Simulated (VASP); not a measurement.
Write the native input for VASP 6.6.1 that does the following.

| Property | Result |
| --- | --- |
| Task | single point |
| Functional | PBE |
| Potentials or basis | VASP PAW PBE potentials, release 64 (Hf_pv, N) |
| Cutoff | 520 eV |
| k mesh | 14 × 14 × 14 |
| Occupations | fermi-dirac, width 0.08 eV |
| Spin | no spin polarisation |
| Dipole correction | no |
| Further INCAR settings | ALGO = Normal; EDIFF = 1e-06; NBANDS = 14 |

The structure of HfN (zincblende type) lies in POSCAR:

```
HfN
1.0
    0.0000000000      2.3282930116      2.3282930116
    2.3282930116      0.0000000000      2.3282930116
    2.3282930116      2.3282930116      0.0000000000
Hf N
1 1
Direct
    0.0000000000      0.0000000000      0.0000000000
    0.2500000000      0.2500000000      0.2500000000
```

This cell differs from its parent crystal: volume scaled by 0.85.

These files were run (other wordings do the same):

INCAR

```
SYSTEM = HfN
PREC     = Accurate       ! precision mode
ENCUT    = 520            ! plane-wave cutoff, eV
EDIFF    = 1E-6           ! SCF threshold, eV
ISMEAR   = -1             ! smearing method
SIGMA    = 0.08           ! smearing width, eV
LREAL    = .FALSE.        ! projectors in reciprocal space
LASPH    = .TRUE.         ! aspherical terms in the spheres
NELM     = 60             ! most SCF steps
ALGO     = Normal         ! electronic algorithm
ISIF     = 2              ! what is computed and relaxed
LWAVE    = .FALSE.        ! write WAVECAR
LCHARG   = .FALSE.        ! write CHGCAR
GGA      = PE             ! functional
NBANDS   = 14             ! bands
```

KPOINTS

```
regular mesh
0
G
  14 14 14
  0 0 0
```

Potentials or basis: VASP PAW PBE potentials, release 64 (Hf_pv, N).

Launch:

```sh
$ cat potpaw_PBE.64/Hf_pv/POTCAR potpaw_PBE.64/N/POTCAR > POTCAR
$ mpirun -np 1 vasp_std > vasp.out
```

Results of the run:

```json
{
 "Pressure": "42.4 GPa"
}
```

Wall time 12 s on 1 thread of Intel Xeon 6975P-C, with other jobs on the host, peak memory 0.17 GiB.
